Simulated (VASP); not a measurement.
Wanted: the native input for a VASP 6.6.1 run.

- Task: single point
- Functional: PBE
- Potentials or basis: VASP PAW PBE potentials, release 64 (Ta_pv)
- Cutoff: 520 eV
- k mesh: 16 × 16 × 16
- Occupations: gaussian, width 0.1 eV
- Spin: no spin polarisation
- Dipole correction: no
- Further INCAR settings: ALGO = Fast; EDIFF = 1e-06; NBANDS = 18

The structure of Ta lies in POSCAR:

```
Ta
1.0
    3.4518248868      0.0000000000      0.0000000000
    0.0000000000      3.2858717672      0.0000000000
    0.0000000000      0.0000000000      3.2858717672
Ta
2
Direct
    0.0000000000      0.0000000000      0.0000000000
    0.5000000000      0.5000000000      0.5000000000
```

This cell differs from its parent crystal: uniaxial strain along a: +4.0 %.

One way to write it, as run:

INCAR

```
SYSTEM = Ta
PREC     = Accurate       ! precision mode
ENCUT    = 520            ! plane-wave cutoff, eV
EDIFF    = 1E-6           ! SCF threshold, eV
ISMEAR   = 0              ! smearing method
SIGMA    = 0.1            ! smearing width, eV
LREAL    = .False.        ! projectors in reciprocal space
LASPH    = .True.         ! aspherical terms in the spheres
NELM     = 80             ! most SCF steps
ALGO     = Fast           ! electronic algorithm
ISIF     = 2              ! what is computed and relaxed
LWAVE    = .False.        ! write WAVECAR
LCHARG   = .False.        ! write CHGCAR
GGA      = PE             ! functional
NBANDS   = 18             ! bands
```

KPOINTS

```
regular mesh
0
Gamma
  16 16 16
  0 0 0
```

Potentials or basis: VASP PAW PBE potentials, release 64 (Ta_pv).

The run is started by

```sh
$ cat potpaw_PBE.64/Ta_pv/POTCAR > POTCAR
$ mpirun -np 1 vasp_std > vasp.out
```

It gave:

```json
{
  "Pressure": "-3.2 GPa",
  "Band gap on the k mesh": "zero (band 11 reaches 6.89 eV, above the bottom of band 12 at 4.09 eV)"
}
```

Caveat: the cell differs from its parent crystal (uniaxial strain along a: +4.0 %); spin-orbit coupling is left out, which moves the levels of the heavy elements.

It took 88 s on 1 thread of Intel(R) Xeon(R) 6975P-C (Granite Rapids) (shared host), peak memory 0.31 GiB.
